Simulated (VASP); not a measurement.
# WS2 in VASP: single point with PBE+D3(BJ)

Aim: the single point of WS2 with PBE+D3(BJ).

Everything below comes from runs of VASP 6.6.1. Logs are shortened: lines on timing, memory, paths and dates and some standing lists are left out, and cuts for length are marked.

**1. The cell of the first run**

The cell holds a slab with vacuum, 6 atoms: a = 3.160 Å, b = 3.160 Å, c = 23.804 Å, α = 90.00°, β = 90.00°, γ = 120.00°.

**2. Single point, PBE+D3(BJ) (layers slid over each other)**

Input file INCAR:

```
SYSTEM = WS2
ALGO = Normal ; DIPOL = 0.5 0.5 0.390
EDIFF = 1E-6 ; ENCUT = 520
GGA = PE ; IDIPOL = 3
ISIF = 2 ; ISMEAR = 0
IVDW = 12 ; LASPH = .TRUE.
LCHARG = .TRUE. ; LDIPOL = .TRUE.
LELF = .TRUE. ; LREAL = .FALSE.
LVACPOTAV = .TRUE. ; LVHAR = .TRUE.
LWAVE = .FALSE. ; NBANDS = 35
NELM = 60 ; PREC = Accurate
SIGMA = 0.05
```

Input file KPOINTS:

```
k-points
0
G
  9 9 1
  0 0 0
```

Input file POSCAR:

```
WS2
1.0
    3.1595456682      0.0000000000      0.0000000000
   -1.5797728341      2.7362468131      0.0000000000
    0.0000000000      0.0000000000     23.8042574330
S W
4 2
Direct
    0.3333333333      0.6666666667      0.1890418137
    0.3333333333      0.6666666667      0.3214605092
    0.8333333333      1.0000000000      0.4575706151
    0.8333333333      1.0000000000      0.5899893106
    0.6666666667      0.3333333333      0.2552511584
    0.5000000000      1.3333333333      0.5237799598
```

Potentials or basis: VASP PAW PBE potentials, release 64 (S, W_sv).

On the command line:

```bash
$ cat potpaw_PBE.64/S/POTCAR potpaw_PBE.64/W_sv/POTCAR > POTCAR
$ mpirun -np 1 vasp_std > vasp.out
```

OUTCAR:

```text
SYSTEM = WS2
   EDIFF = 1E-6
   ENCUT = 520
   GGA = PE
   ISIF = 2
   ISMEAR = 0
   IVDW = 12
   LASPH = .TRUE.
   LREAL = .FALSE.
   NELM = 60
   PREC = Accurate
 IVDW          = 12

 ion  position               nearest neighbor table
   1  0.333  0.667  0.189-   5 2.41   5 2.41   5 2.41
   2  0.333  0.667  0.321-   5 2.41   5 2.41   5 2.41
   3  0.833  0.000  0.458-   6 2.41   6 2.41   6 2.41
   4  0.833  0.000  0.590-   6 2.41   6 2.41   6 2.41
   5  0.667  0.333  0.255-   1 2.41   1 2.41   1 2.41   2 2.41   2 2.41   2 2.41
   6  0.500  0.333  0.524-   3 2.41   3 2.41   3 2.41   4 2.41   4 2.41   4 2.41

  LATTYP: Found a hexagonal cell.
 ALAT       =     3.1595456682
 C/A-ratio  =     7.5340760770

  Lattice vectors:

 A1 = (   3.1595456682,   0.0000000000,   0.0000000000)
 A2 = (  -1.5797728341,   2.7362468131,   0.0000000000)
 A3 = (   0.0000000000,   0.0000000000,  23.8042574330)

Analysis of symmetry for initial positions (statically):
=====================================================================
 Subroutine PRICEL returns:
 Original cell was already a primitive cell.

 Routine SETGRP: Setting up the symmetry group for a
 hexagonal supercell.

 Subroutine GETGRP returns: Found  2 space group operations
 (whereof  1 operations were pure point group operations)
 out of a pool of 24 trial point group operations.

The static configuration has the point symmetry C_1 .
 The point group associated with its full space group is S_2 .

Analysis of symmetry for dynamics (positions and initial velocities):
=====================================================================
 Subroutine PRICEL returns:
 Original cell was already a primitive cell.

 Routine SETGRP: Setting up the symmetry group for a
 hexagonal supercell.

 Subroutine GETGRP returns: Found  2 space group operations
 (whereof  1 operations were pure point group operations)
 out of a pool of 24 trial point group operations.

The dynamic configuration has the point symmetry C_1 .
 The point group associated with its full space group is S_2 .

 Subroutine INISYM returns: Found  2 space group operations
 (whereof  1 operations are pure point group operations),
 and found     1 'primitive' translations

----------------------------------------------------------------------------------------

                                     Primitive cell

  volume of cell :     205.7949

  direct lattice vectors                    reciprocal lattice vectors
     3.159545668  0.000000000  0.000000000     0.316501201  0.182732054  0.000000000
    -1.579772834  2.736246813  0.000000000     0.000000000  0.365464108  0.000000000
     0.000000000  0.000000000 23.804257433     0.000000000  0.000000000  0.042009292

  length of vectors
     3.159545668  3.159545668 23.804257433     0.365464108  0.365464108  0.042009292

  position of ions in fractional coordinates (direct lattice)
     0.333333333  0.666666667  0.189041814
     0.333333333  0.666666667  0.321460509
     0.833333333  0.000000000  0.457570615
     0.833333333  0.000000000  0.589989311
     0.666666667  0.333333333  0.255251158
     0.500000000  0.333333333  0.523779960

  ion indices of the primitive-cell ions
   primitive index   ion index
                 1           1
                 2           2
                 3           3
                 4           4
                 5           5
                 6           6

----------------------------------------------------------------------------------------

 KPOINTS: k-points

Automatic generation of k-mesh.
 Grid dimensions read from file:
 generate k-points for:    9    9    1

 Generating k-lattice:

  Cartesian coordinates                     Fractional coordinates (reciprocal lattice)
     0.035166800  0.020303562  0.000000000     0.111111111 -0.000000000  0.000000000
     0.000000000  0.040607123  0.000000000     0.000000000  0.111111111  0.000000000
     0.000000000  0.000000000  0.042009292     0.000000000  0.000000000  1.000000000

  Length of vectors
     0.040607123  0.040607123  0.042009292

  Shift w.r.t. Gamma in fractional coordinates (k-lattice)
     0.000000000  0.000000000  0.000000000

 Subroutine IBZKPT returns following result:
 ===========================================

 Found     41 irreducible k-points:

 Following reciprocal coordinates:
            Coordinates               Weight
  0.000000  0.000000  0.000000      1.000000
  0.111111  0.000000  0.000000      2.000000
  0.000000  0.111111  0.000000      2.000000
 -0.111111  0.111111  0.000000      2.000000
  0.222222 -0.000000  0.000000      2.000000
  0.000000  0.222222  0.000000      2.000000
[... 16 lines left out ...]
  0.333333  0.111111  0.000000      2.000000
 -0.111111  0.444444  0.000000      2.000000
 [... further k-points ...]
   k-points           NKPTS =     41   k-points in BZ     NKDIM =     41   number of bands    NBANDS=     35
   number of dos      NEDOS =    301   number of ions     NIONS =      6
   total plane-waves  NPLWV = 103680
   dimension x,y,z NGX =    24 NGY =   24 NGZ =  180
   dimension x,y,z NGXF=    48 NGYF=   48 NGZF=  360
   ions per type =               4   2
   NGX,Y,Z   is equivalent  to a cutoff of  12.63, 12.63, 12.57 a.u.
   NGXF,Y,Z  is equivalent  to a cutoff of  25.26, 25.26, 25.14 a.u.
 SYSTEM =  WS2
   PREC   = accura    normal or accurate (medium, high low for compatibility)
   ISTART =      0    job   : 0-new  1-cont  2-samecut
   ICHARG =      2    charge: 1-file 2-atom 10-const
   ISPIN  =      1    spin polarized calculation?
   LNONCOLLINEAR =      F non collinear calculations
   LSORBIT =      F    spin-orbit coupling
   LASPH  =      T    aspherical Exc in radial PAW
   ENCUT  =  520.0 eV  38.22 Ry    6.18 a.u.   5.87  5.87 44.26*2*pi/ulx,y,z
   NELM   =     60;   NELMIN=  2; NELMDL= -5     # of ELM steps
   EDIFF  = 0.1E-05   stopping-criterion for ELM
   LREAL  =      F    real-space projection
   EDIFFG = 0.1E-04   stopping-criterion for IOM
   NSW    =      0    number of steps for IOM
   IBRION =     -1    ionic relax: 0-MD 1-quasi-New 2-CG
   NFREE  =      0    steps in history (QN), initial steepest desc. (CG)
   ISIF   =      2    stress and relaxation
   ISYM   =      2    0-nonsym 1-usesym 2-fastsym
   POTIM  = 0.5000    time-step for ionic-motion
   TEBEG  =    0.0;   TEEND  =   0.0 temperature during run
   PSTRESS=    0.0 pullay stress
   NELECT =      52.0000    total number of electrons
   NUPDOWN=      -1.0000    fix difference up-down
   EMIN   =  10.00;   EMAX   =-10.00  energy-range for DOS
   EFERMI =   0.00;   METHOD = LEGACY
   ISMEAR =     0;   SIGMA  =   0.05  broadening in eV -4-tet -1-fermi 0-gaus
   EFERMI_NEDOS =   21; number of points for ismear=-14 and -15
   IALGO  =     38    algorithm
   IMIX   =      4    mixing-type and parameters
     AMIX     =   0.40;   BMIX     =  1.00
     AMIX_MAG =   1.60;   BMIX_MAG =  1.00
  volume/ion in A,a.u.               =      34.30       231.46
  Fermi-wavevector in a.u.,A,eV,Ry     =   1.034978  1.955825 14.574280  1.071179
  Thomas-Fermi vector in A             =   2.169299
   LORBIT       =      0    0 simple, 1 ext, 2 COOP (PROOUT), +10 PAW based schemes
   GGA     = PE    functional components
   LHFCALC =     F    Hartree Fock is set to
   AEXX    =    0.0000 exact exchange contribution
   IVDW    =    12    specifies the selected vdW correction
   LEPSILON=     F    determine dielectric tensor
   LRPA    =     F    only Hartree local field effects (RPA)
 non-spin polarized calculation
 Gauss-broadening in eV      SIGMA  =   0.05
  energy-cutoff  :      520.00
  volume of cell :      205.79
 maximum number of plane-waves:      5566
   NGX = 11   NGY = 11   NGZ = 89

 dipolmoment           0.000000      0.000000      0.000028 electrons x Angstroem

 number of electron      51.9999994 magnetization

 dipolmoment           0.000000      0.000000     -0.000004 electrons x Angstroem

 Free energy of the ion-electron system (eV)
  ---------------------------------------------------
  ext. energy  EPLUGINS =         0.00000000
  ---------------------------------------------------
  free energy    TOTEN  =       -47.29261061 eV

  energy without entropy =      -47.29261061  energy(sigma->0) =      -47.29261061

 E-fermi :   1.4288     XC(G=0):  -6.1357

 val. band max:        1.0713546918   @ k =   0.0000   0.0000   0.0000
 cond. band min:       2.7201874338   @ k =  -0.3333   0.2222   0.0000
 fundamental gap:      1.6488327419
 Fermi energy:         1.4287698475

 k-point     1 :       0.0000    0.0000    0.0000
  band No.  band energies     occupation
      1     -73.1930      2.00000
      2     -73.1930      2.00000
      3     -37.4457      2.00000
      4     -37.4457      2.00000
      5     -37.2705      2.00000
      6     -37.2704      2.00000
[... 27 lines left out ...]
     34       3.9114      0.00000
     35       5.8695      0.00000

 k-point     2 :       0.1111    0.0000    0.0000
  band No.  band energies     occupation
      1     -73.1908      2.00000
      2     -73.1908      2.00000
      3     -37.4380      2.00000
      4     -37.4380      2.00000
      5     -37.3130      2.00000
      6     -37.3130      2.00000
[... 27 lines left out ...]
     34       4.1227      0.00000
     35       6.2292      0.00000

 k-point     3 :       0.0000    0.1111    0.0000
  band No.  band energies     occupation
      1     -73.1908      2.00000
      2     -73.1908      2.00000
      3     -37.4380      2.00000
      4     -37.4380      2.00000
      5     -37.3132      2.00000
      6     -37.3131      2.00000
[... 27 lines left out ...]
     34       4.1223      0.00000
     35       6.2290      0.00000
[... 723 lines left out ...]
 k-point    23 :       0.3333    0.1111    0.0000
  band No.  band energies     occupation
      1     -73.1760      2.00000
      2     -73.1760      2.00000
      3     -37.5780      2.00000
      4     -37.5779      2.00000
      5     -37.3850      2.00000
      6     -37.3850      2.00000
[... 27 lines left out ...]
     34       5.5981      0.00000
     35       7.0578      0.00000

 k-point    24 :      -0.1111    0.4444    0.0000
  band No.  band energies     occupation
      1     -73.1760      2.00000
      2     -73.1760      2.00000
      3     -37.5781      2.00000
      4     -37.5781      2.00000
      5     -37.3850      2.00000
      6     -37.3850      2.00000
[... 27 lines left out ...]
     34       5.5994      0.00000
     35       7.0625      0.00000

 [... further k-points ...]

------------------------ aborting loop because EDIFF is reached ----------------------------------------

 Edisp (eV)   -2.15208

 E8    (eV) :    -0.9344

  FORCE on cell =-STRESS in cart. coord.  units (eV):
  Direction    XX          YY          ZZ          XY          YZ          ZX
  --------------------------------------------------------------------------------------
  -------------------------------------------------------------------------------------
  Total      -0.18601    -0.19024    -0.44961     0.05142     0.07537     0.08377
  in kB      -1.44816    -1.48105    -3.50039     0.40032     0.58676     0.65219
  external pressure =       -2.14 kB  Pullay stress =        0.00 kB

 VOLUME and BASIS-vectors are now :
 -----------------------------------------------------------------------------
  energy-cutoff  :      520.00
  volume of cell :      205.79
      direct lattice vectors                 reciprocal lattice vectors
     3.159545668  0.000000000  0.000000000     0.316501201  0.182732054  0.000000000
    -1.579772834  2.736246813  0.000000000     0.000000000  0.365464108  0.000000000
     0.000000000  0.000000000 23.804257433     0.000000000  0.000000000  0.042009292

 POSITION                                       TOTAL-FORCE (eV/Angst)
 -----------------------------------------------------------------------------------
     -0.00000      1.82416      4.50000        -0.001534      0.000700      0.003755
     -0.00000      1.82416      7.65213        -0.017658     -0.013553     -0.002251
      2.63295      0.00000     10.89213         0.017658      0.013553      0.002251
      2.63295      0.00000     14.04426         0.001534     -0.000700     -0.003755
      1.57977      0.91208      6.07606        -0.001888     -0.005944      0.053600
      1.05318      0.91208     12.46819         0.001888      0.005944     -0.053600
 -----------------------------------------------------------------------------------
    total drift:                                0.000001     -0.000000     -0.000417

  FREE ENERGIE OF THE ION-ELECTRON SYSTEM (eV)
  ---------------------------------------------------
  free  energy   TOTEN  =       -49.4446879894 eV

  energy  without entropy=      -49.4446879894  energy(sigma->0) =      -49.44468799

 vacuum level on the upper side and lower side of the slab         6.470         6.470
```

It took 5.9 min on 1 thread of Intel Xeon Platinum 8259CL at 2.50GHz (Skylake/Cascade Lake), shared host; peak memory 0.45 GiB.

What came out:

* Free energy: -49.4447 eV
* Largest force: 0.054 eV/Å
* Band gap on the k mesh: 1.65 eV (least direct gap 1.91 eV)
* Dispersion energy per atom: -0.359 eV

Forces on the atoms (eV/Å):
```
S   -0.002  0.001  0.004
S   -0.018 -0.014 -0.002
S    0.018  0.014  0.002
S    0.002 -0.001 -0.004
W   -0.002 -0.006  0.054
W    0.002  0.006 -0.054
```

Levels at points of the mesh, in eV from the valence-band top:
| k point | band 24 | band 25 | band 26 | band 27 | band 28 | band 29 |
| --- | --- | --- | --- | --- | --- | --- |
| (0.00, 0.00, 0.00) | -1.82 | -0.59 | 0.00 | 2.63 | 2.66 | 2.68 |

Caveat: the cell differs from its parent crystal (layers slid over each other); spin-orbit coupling is left out, which moves the levels of the heavy elements.
